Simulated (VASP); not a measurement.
The system is Mg3TiN3.

```
CELL_PARAMETERS angstrom
4.78712 0.00000 0.00000
0.00000 4.78712 0.00000
0.00000 0.00000 4.78712
ATOMIC_POSITIONS crystal
Mg 0.00000 0.50000 0.50000
Mg 0.50000 0.00000 0.50000
Mg 0.50000 0.50000 0.00000
Ti 0.00000 0.00000 0.00000
N 0.50000 0.00000 0.00000
N 0.00000 0.50000 0.00000
N 0.00000 0.00000 0.50000
```

| Quantity | Value |
| --- | --- |
| Program | VASP 6.6.1 |
| Task | relaxation of cell and atoms |
| Functional | PBE |
| Potentials or basis | VASP PAW PBE potentials, release 64 (Mg, Ti_sv, N) |
| Cutoff | 600 eV |
| k mesh | 3 × 3 × 3 |
| Occupations | gaussian, width 0.15 eV |
| Spin | collinear spin, ferromagnetic start |
| Starting moments | [0.0, 0.0, 0.0, 1.0, 0.0, 0.0, 0.0] μB |

At the start: pressure -25.2 GPa; volume 15.67 Å³/atom.

Task: How do energy, volume and symmetry change on relaxing?

Result: Over 3 steps the energy falls by 445.4 meV/atom and the volume is 11.37 Å³/atom (-27.4 %); space group Pm-3m (No. 221, to 0.05 Å); moment 0.27 μB per cell.

Step by step:
| step | energy change (eV) | largest force (eV/Å) | pressure (GPa) | volume (Å³) |
| --- | --- | --- | --- | --- |
| 1 | 0.0000 | 0.0000 | -25.16 | 109.70 |
| 2 | -2.9771 | 0.0000 | 10.37 | 75.08 |
| 3 | -3.1179 | 0.0000 | 0.14 | 79.61 |

Final structure:
```
Mg Ti N
1.0
     4.30185    0.00000    0.00000
     0.00000    4.30185    0.00000
     0.00000    0.00000    4.30185
Mg Ti N
3 1 3
Cartesian
  0.0000 2.1509 2.1509
  2.1509 0.0000 2.1509
  2.1509 2.1509 0.0000
  0.0000 0.0000 0.0000
  2.1509 0.0000 0.0000
  0.0000 2.1509 0.0000
  0.0000 0.0000 2.1509
```

Caveat: the k points lie up to 0.49 Å⁻¹ apart in the final cell; the volume moved by over 15 % at a fixed basis, so the end points are rough.
